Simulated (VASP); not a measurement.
# Mo (Im-3m) in VASP: further runs

Runs on Mo. Level: PBEsol. Tasks: relaxation of cell and atoms, single point.

All numbers are computed with VASP 6.6.1; they aren't measurements. Logs are shortened: lines on timing, memory, paths and dates and some standing lists are left out, and cuts for length are marked.

### Step 1. The cell of the first run

The structure is cubic, space group Im-3m (No. 229). Conventional cell: a = 3.046 Å, b = 3.046 Å, c = 3.046 Å, α = 90.00°, β = 90.00°, γ = 90.00°. Mo (site symmetry m-3m) has 14 Mo at 2.64 to 3.05 Å within 3.5 Å.

### Step 2. Relaxation of cell and atoms, PBEsol

The input, INCAR:

```
  PREC = Accurate
  ENCUT = 600
  EDIFF = 1E-7
  ISMEAR = 0
  SIGMA = 0.1
  LREAL = False
  LASPH = True
  NELM = 100
  ALGO = Normal
  ISIF = 3
  LWAVE = False
  LCHARG = False
  GGA = PS
  IBRION = 2
  NSW = 80
  EDIFFG = -0.05
```

The input, KPOINTS:

```
regular mesh
0
Gamma
  10 10 10
```

The input, POSCAR:

```
Mo
1.0
   -1.5229512144      1.5229512144      1.5229512144
    1.5229512144     -1.5229512144      1.5229512144
    1.5229512144      1.5229512144     -1.5229512144
Mo
1
Direct
    0.0000000000      0.0000000000      0.0000000000
```

Potentials or basis: VASP PAW PBE potentials, release 64 (Mo_sv).

The run is started by

```bash
> cat potpaw_PBE.64/Mo_sv/POTCAR > POTCAR
> mpirun -np 1 vasp_std > vasp.out
```

OUTCAR:

```text
PREC = Accurate
   ENCUT = 600
   EDIFF = 1E-7
   ISMEAR = 0
   LREAL = False
   LASPH = True
   NELM = 100
   ISIF = 3
   GGA = PS
   IBRION = 2
   NSW = 80
   EDIFFG = -0.05

 ion  position               nearest neighbor table
   1  0.000  0.000  0.000-

  LATTYP: Found a body centered cubic cell.
 ALAT       =     3.0459024288

  Lattice vectors:

 A1 = (  -1.5229512144,   1.5229512144,   1.5229512144)
 A2 = (   1.5229512144,  -1.5229512144,   1.5229512144)
 A3 = (   1.5229512144,   1.5229512144,  -1.5229512144)

Analysis of symmetry for initial positions (statically):
=====================================================================
 Subroutine PRICEL returns:
 Original cell was already a primitive cell.

 Routine SETGRP: Setting up the symmetry group for a
 body centered cubic supercell.

 Subroutine GETGRP returns: Found 48 space group operations
 (whereof 48 operations were pure point group operations)
 out of a pool of 48 trial point group operations.

The static configuration has the point symmetry O_h .

Analysis of symmetry for dynamics (positions and initial velocities):
=====================================================================
 Subroutine PRICEL returns:
 Original cell was already a primitive cell.

 Routine SETGRP: Setting up the symmetry group for a
 body centered cubic supercell.

 Subroutine GETGRP returns: Found 48 space group operations
 (whereof 48 operations were pure point group operations)
 out of a pool of 48 trial point group operations.

The dynamic configuration has the point symmetry O_h .

 Subroutine INISYM returns: Found 48 space group operations
 (whereof 48 operations are pure point group operations),
 and found     1 'primitive' translations

----------------------------------------------------------------------------------------

                                     Primitive cell

  volume of cell :      14.1292

  direct lattice vectors                    reciprocal lattice vectors
    -1.522951214  1.522951214  1.522951214     0.000000000  0.328309926  0.328309926
     1.522951214 -1.522951214  1.522951214     0.328309926  0.000000000  0.328309926
     1.522951214  1.522951214 -1.522951214     0.328309926  0.328309926  0.000000000

  length of vectors
     2.637828881  2.637828881  2.637828881     0.464300350  0.464300350  0.464300350

  position of ions in fractional coordinates (direct lattice)
     0.000000000  0.000000000  0.000000000

  ion indices of the primitive-cell ions
   primitive index   ion index
                 1           1

----------------------------------------------------------------------------------------

 KPOINTS: regular mesh

Automatic generation of k-mesh.
 Grid dimensions read from file:
 generate k-points for:   10   10   10

 Generating k-lattice:

  Cartesian coordinates                     Fractional coordinates (reciprocal lattice)
     0.000000000  0.032830993  0.032830993     0.100000000  0.000000000  0.000000000
     0.032830993  0.000000000  0.032830993     0.000000000  0.100000000  0.000000000
     0.032830993  0.032830993  0.000000000     0.000000000  0.000000000  0.100000000

  Length of vectors
     0.046430035  0.046430035  0.046430035

  Shift w.r.t. Gamma in fractional coordinates (k-lattice)
     0.000000000  0.000000000  0.000000000

 Subroutine IBZKPT returns following result:
 ===========================================

 Found     47 irreducible k-points:

 Following reciprocal coordinates:
            Coordinates               Weight
  0.000000  0.000000  0.000000      1.000000
  0.100000  0.000000  0.000000     12.000000
  0.200000  0.000000  0.000000     12.000000
  0.300000  0.000000  0.000000     12.000000
  0.400000  0.000000  0.000000     12.000000
  0.500000  0.000000  0.000000      6.000000
[... 16 lines left out ...]
  0.300000  0.300000  0.100000      8.000000
 -0.300000  0.300000  0.100000     24.000000
 [... further k-points ...]
   k-points           NKPTS =     47   k-points in BZ     NKDIM =     47   number of bands    NBANDS=     11
   number of dos      NEDOS =    301   number of ions     NIONS =      1
   total plane-waves  NPLWV =  13824
   dimension x,y,z NGX =    24 NGY =   24 NGZ =   24
   dimension x,y,z NGXF=    48 NGYF=   48 NGZF=   48
   ions per type =               1
   NGX,Y,Z   is equivalent  to a cutoff of  15.13, 15.13, 15.13 a.u.
   NGXF,Y,Z  is equivalent  to a cutoff of  30.25, 30.25, 30.25 a.u.
 SYSTEM =  unknown system
   PREC   = accura    normal or accurate (medium, high low for compatibility)
   ISTART =      0    job   : 0-new  1-cont  2-samecut
   ICHARG =      2    charge: 1-file 2-atom 10-const
   ISPIN  =      1    spin polarized calculation?
   LNONCOLLINEAR =      F non collinear calculations
   LSORBIT =      F    spin-orbit coupling
   LASPH  =      T    aspherical Exc in radial PAW
   ENCUT  =  600.0 eV  44.10 Ry    6.64 a.u.   5.27  5.27  5.27*2*pi/ulx,y,z
   NELM   =    100;   NELMIN=  2; NELMDL= -5     # of ELM steps
   EDIFF  = 0.1E-06   stopping-criterion for ELM
   LREAL  =      F    real-space projection
   EDIFFG = -.5E-01   stopping-criterion for IOM
   NSW    =     80    number of steps for IOM
   IBRION =      2    ionic relax: 0-MD 1-quasi-New 2-CG
   NFREE  =      1    steps in history (QN), initial steepest desc. (CG)
   ISIF   =      3    stress and relaxation
   ISYM   =      2    0-nonsym 1-usesym 2-fastsym
   POTIM  = 0.5000    time-step for ionic-motion
   TEBEG  =    0.0;   TEEND  =   0.0 temperature during run
   PSTRESS=    0.0 pullay stress
   NELECT =      14.0000    total number of electrons
   NUPDOWN=      -1.0000    fix difference up-down
   EMIN   =  10.00;   EMAX   =-10.00  energy-range for DOS
   EFERMI =   0.00;   METHOD = LEGACY
   ISMEAR =     0;   SIGMA  =   0.10  broadening in eV -4-tet -1-fermi 0-gaus
   EFERMI_NEDOS =   21; number of points for ismear=-14 and -15
   IALGO  =     38    algorithm
   IMIX   =      4    mixing-type and parameters
     AMIX     =   0.40;   BMIX     =  1.00
     AMIX_MAG =   1.60;   BMIX_MAG =  1.00
  volume/ion in A,a.u.               =      14.13        95.35
  Fermi-wavevector in a.u.,A,eV,Ry     =   1.632093  3.084208 36.242206  2.663727
  Thomas-Fermi vector in A             =   2.724121
   LORBIT       =      0    0 simple, 1 ext, 2 COOP (PROOUT), +10 PAW based schemes
   GGA     = PS    functional components
   LHFCALC =     F    Hartree Fock is set to
   AEXX    =    0.0000 exact exchange contribution
   IVDW    =     0    specifies the selected vdW correction
   LEPSILON=     F    determine dielectric tensor
   LRPA    =     F    only Hartree local field effects (RPA)
 conjugate gradient relaxation of ions
 non-spin polarized calculation
 Gauss-broadening in eV      SIGMA  =   0.10
  energy-cutoff  :      600.00
  volume of cell :       14.13
 maximum number of plane-waves:       490
 NGX is ok and might be reduce to    24
   NGX = 11   NGY = 11   NGZ = 11

--------------------------------------- Ionic step        1  -------------------------------------------

 number of electron      14.0000001 magnetization

 Free energy of the ion-electron system (eV)
  ---------------------------------------------------
  ext. energy  EPLUGINS =         0.00000000
  ---------------------------------------------------
  free energy    TOTEN  =       -11.67188621 eV

  energy without entropy =      -11.66762272  energy(sigma->0) =      -11.66975446

------------------------ aborting loop because EDIFF is reached ----------------------------------------

  FORCE on cell =-STRESS in cart. coord.  units (eV):
  Direction    XX          YY          ZZ          XY          YZ          ZX
  --------------------------------------------------------------------------------------
  -------------------------------------------------------------------------------------
  Total        2.3424364      2.3424364      2.3424364     -0.0000000     -0.0000000      0.0000000
  in kB      265.6197847    265.6197847    265.6197847     -0.0000000     -0.0000000      0.0000000
  external PRESSURE =     265.6197847 kB  Pullay stress =       0.0000000 kB
[... 20 lines left out ...]
  energy  without entropy=      -11.6676227189  energy(sigma->0) =      -11.66975446

--------------------------------------- Ionic step        2  -------------------------------------------

 number of electron      13.9999998 magnetization

 E-fermi :   9.2608     XC(G=0): -12.3284

 val. band max:        9.1994058458   @ k =   0.4000   0.1000  -0.0000
 cond. band min:       9.2905143457   @ k =  -0.3000   0.3000   0.3000
 fundamental gap:      0.0911084999
 Fermi energy:         9.2607661713

 k-point     1 :       0.0000    0.0000    0.0000
  band No.  band energies     occupation
      1     -52.0345      2.00000
      2     -25.6808      2.00000
      3     -25.6808      2.00000
      4     -25.6808      2.00000
      5       2.7811      2.00000
      6       8.2117      2.00000
      7       8.2117      2.00000
      8       8.2117      2.00000
      9      10.4792      0.00000
     10      10.4792      0.00000
     11      23.6105      0.00000
[... 389 lines left out ...]
  energy  without entropy=      -11.7580324518  energy(sigma->0) =      -11.76051406

--------------------------------------- Ionic step        4  -------------------------------------------

 number of electron      14.0000000 magnetization

 Free energy of the ion-electron system (eV)
  ---------------------------------------------------
  ext. energy  EPLUGINS =         0.00000000
  ---------------------------------------------------
  free energy    TOTEN  =       -11.76392975 eV

  energy without entropy =      -11.75918453  energy(sigma->0) =      -11.76155714

 E-fermi :  12.8994     XC(G=0): -13.6350

 val. band max:       12.8848800977   @ k =  -0.2000   0.2000   0.1000
 cond. band min:      12.9097293318   @ k =  -0.2000   0.2000   0.2000
 fundamental gap:      0.0248492341
 Fermi energy:        12.8994307948

 k-point     1 :       0.0000    0.0000    0.0000
  band No.  band energies     occupation
      1     -48.3903      2.00000
      2     -21.6330      2.00000
      3     -21.6330      2.00000
      4     -21.6330      2.00000
      5       5.4305      2.00000
      6      11.3880      2.00000
      7      11.3881      2.00000
      8      11.3881      2.00000
      9      14.4770      0.00000
     10      14.4770      0.00000
     11      27.6141      0.00000
[... 350 lines left out ...]
  FREE ENERGIE OF THE ION-ELECTRON SYSTEM (eV)
  ---------------------------------------------------
  free  energy   TOTEN  =       -11.7639297513 eV

  energy  without entropy=      -11.7591845280  energy(sigma->0) =      -11.76155714

 reached required accuracy - stopping structural energy minimisation
```

Run time: 18 s. Hardware: 1 thread of Intel Xeon 6975P-C (Granite Rapids), shared host; peak memory 0.15 GiB.

What came out:

| Property | Result |
| --- | --- |
| Free energy | -11.7639 eV |
| Relaxed volume | 15.33 Å³/atom |
| Relaxed cell | a = 2.711 Å, b = 2.711 Å, c = 2.711 Å, α = 109.47°, β = 109.47°, γ = 109.47° |
| Space group after relaxing (to 0.05 Å) | Im-3m (No. 229) |
| Energy gained by relaxing | 92.0 meV/atom |
| Ionic steps | 4 |
| Pressure after relaxing | -0.2 GPa |
| Band gap on the k mesh | zero (band 7 reaches 16.92 eV, above the bottom of band 8 at 11.39 eV) |

The path:
| step | energy change (eV) | largest force (eV/Å) | pressure (GPa) | volume (Å³) |
| --- | --- | --- | --- | --- |
| 1 | 0.0000 | 0.0000 | 26.56 | 14.13 |
| 2 | 0.5431 | 0.0000 | -39.61 | 19.48 |
| 3 | -0.0911 | 0.0000 | -2.30 | 15.45 |
| 4 | -0.0920 | 0.0000 | -0.23 | 15.33 |

Final structure:
```xyz
1
Lattice="-1.5650 1.5650 1.5650 1.5650 -1.5650 1.5650 1.5650 1.5650 -1.5650" Properties=species:S:1:pos:R:3 pbc="T T T"
Mo    0.0000    0.0000    0.0000
```

Levels at points of the mesh, in eV from the Fermi level:
```tsv
k point	band 4	band 5	band 6	band 7	band 8	band 9	band 10	band 11
(0.00, 0.00, 0.00)	-34.53	-7.47	-1.51	-1.51	-1.51	1.58	1.58	14.71
(0.50, 0.00, 0.00)	-34.55	-5.59	-3.62	1.56	1.62	2.27	4.82	11.83
(0.50, 0.50, 0.50)	-35.56	-5.73	-5.73	4.02	4.02	4.02	9.05	9.05
```

Caveat: the PAW data sets were made with another functional, which shifts forces and pressure a little.

### Step 3. Single point, PBEsol

This run uses another cell than the first one, of 15.32 Å³/atom, 1.084 times its volume.

The input, INCAR:

```
ALGO     = Normal         # electronic algorithm
EDIFF    = 1E-7           # SCF threshold, eV
ENCUT    = 520            # plane-wave cutoff, eV
GGA      = PS             # functional
ISIF     = 2              # what is computed and relaxed
ISMEAR   = 0              # smearing method
LASPH    = T              # aspherical terms in the spheres
LCHARG   = F              # write CHGCAR
LREAL    = F              # projectors in reciprocal space
LWAVE    = F              # write WAVECAR
NBANDS   = 13             # bands
NELM     = 80             # most SCF steps
PREC     = Accurate       # precision mode
SIGMA    = 0.1            # smearing width, eV
```

The input, KPOINTS:

```
k-points
0
Gamma
  18 18 18
```

The input, POSCAR:

```
Mo
1.0
   -1.5646648122      1.5646648122      1.5646648122
    1.5646648122     -1.5646648122      1.5646648122
    1.5646648122      1.5646648122     -1.5646648122
Mo
1
Direct
    0.0000000000      0.0000000000      0.0000000000
```

Potentials or basis: VASP PAW PBE potentials, release 64 (Mo_sv).

The run is started by

```bash
> cat potpaw_PBE.64/Mo_sv/POTCAR > POTCAR
> mpirun -np 1 vasp_std > vasp.out
```

It took 23 s on 1 thread of Intel Xeon 6975P-C (Granite Rapids), shared host; peak memory 0.15 GiB.

It converged, with:

```
Free energy            : -11.7780 eV
Pressure               : 0.5 GPa
Band gap on the k mesh : zero (band 7 reaches 16.92 eV, above the bottom of band 8 at 11.38 eV)
```

Levels at points of the mesh, in eV from the Fermi level:
```csv
k point,band 4,band 5,band 6,band 7,band 8,band 9,band 10,band 11
"(0.00, 0.00, 0.00)",-34.46,-7.37,-1.43,-1.43,-1.43,1.66,1.66,14.82
"(0.50, 0.00, 0.00)",-34.47,-5.49,-3.53,1.66,1.71,2.36,4.90,11.93
"(0.50, 0.50, 0.50)",-35.49,-5.64,-5.64,4.11,4.11,4.11,9.16,9.16
```

Caveat: the PAW data sets were made with another functional, which shifts forces and pressure a little.

### Step 4. Relaxation of cell and atoms, PBEsol

This run uses another cell than the first one, of 15.30 Å³/atom, 1.083 times its volume.

The input, INCAR:

```
SYSTEM = Mo
ALGO = Normal
EDIFF = 1E-6
EDIFFG = -0.01
ENCUT = 600
GGA = PS
IBRION = 2
ISIF = 3
ISMEAR = 0
LASPH = .TRUE.
LCHARG = .FALSE.
LREAL = .FALSE.
LWAVE = .FALSE.
NELM = 80
NSW = 80
PREC = Accurate
SIGMA = 0.1
```

The input, KPOINTS:

```
k-points
0
G
  18 18 18
  0 0 0
```

The input, POSCAR:

```
Mo
1.0
   -1.5637728434      1.5637728434      1.5637728434
    1.5637728434     -1.5637728434      1.5637728434
    1.5637728434      1.5637728434     -1.5637728434
Mo
1
Direct
    0.0000000000      0.0000000000      0.0000000000
```

The run is started by

```bash
> cat potpaw_PBE.64/Mo_sv/POTCAR > POTCAR
> mpirun -np 1 vasp_std > vasp.out
```

Run time: 46 s. Hardware: 1 thread of Intel Xeon 6975P-C (Granite Rapids), shared host; peak memory 0.18 GiB.

It converged, with:

* Free energy: -11.7781 eV
* Relaxed volume: 15.35 Å³/atom
* Relaxed cell: a = 2.712 Å, b = 2.712 Å, c = 2.712 Å, α = 109.47°, β = 109.47°, γ = 109.47°
* Space group after relaxing (to 0.05 Å): Im-3m (No. 229)
* Energy gained by relaxing: 0.1 meV/atom
* Ionic steps: 3
* Pressure after relaxing: 0.0 GPa
* Band gap on the k mesh: zero (band 7 reaches 16.88 eV, above the bottom of band 8 at 11.36 eV)

The path:
```tsv
step	energy change (eV)	largest force (eV/Å)	pressure (GPa)	volume (Å³)
1	0.0000	0.0000	0.94	15.30
2	0.0011	0.0000	-2.67	15.50
3	-0.0001	0.0000	0.00	15.35
```

Final structure:
```
Mo
1.0
    -1.56549    1.56549    1.56549
     1.56549   -1.56549    1.56549
     1.56549    1.56549   -1.56549
Mo
1
Direct
  0.00000 0.00000 0.00000
```

Levels at points of the mesh, in eV from the Fermi level:
```
           k point  band 5  band 6  band 7  band 8  band 9  band 10
(0.00, 0.00, 0.00)   -7.36   -1.42   -1.42   -1.42    1.66     1.66
(0.50, 0.00, 0.00)   -5.48   -3.52    1.66    1.71    2.35     4.89
(0.50, 0.50, 0.50)   -5.63   -5.63    4.10    4.10    4.10     9.15
```

Caveat: the PAW data sets were made with another functional, which shifts forces and pressure a little.

### Step 5. The runs side by side

```tsv
task	cell	k mesh	cutoff (eV)	gap on the mesh (eV)	pressure (GPa)	relaxed volume (Å³/atom)
relaxation of cell and atoms	relaxed from a = 2.638 Å, angles 109.5°, 1 atom	10 × 10 × 10	600	none	-0.2	15.33
single point	a = 2.710 Å, angles 109.5°, 1 atom	18 × 18 × 18	520	none	0.5	-
relaxation of cell and atoms	relaxed from a = 2.709 Å, angles 109.5°, 1 atom	18 × 18 × 18	600	none	0.0	15.35
```

Alike in all rows: level PBEsol; potentials or basis VASP PAW PBE potentials, release 64 (Mo_sv); no spin polarisation; smearing gaussian 0.1 eV.

Caveats: the PAW data sets were made with another functional, which shifts forces and pressure a little.

Total energies depend on the potentials used, so only differences within one code and one set of settings carry meaning.
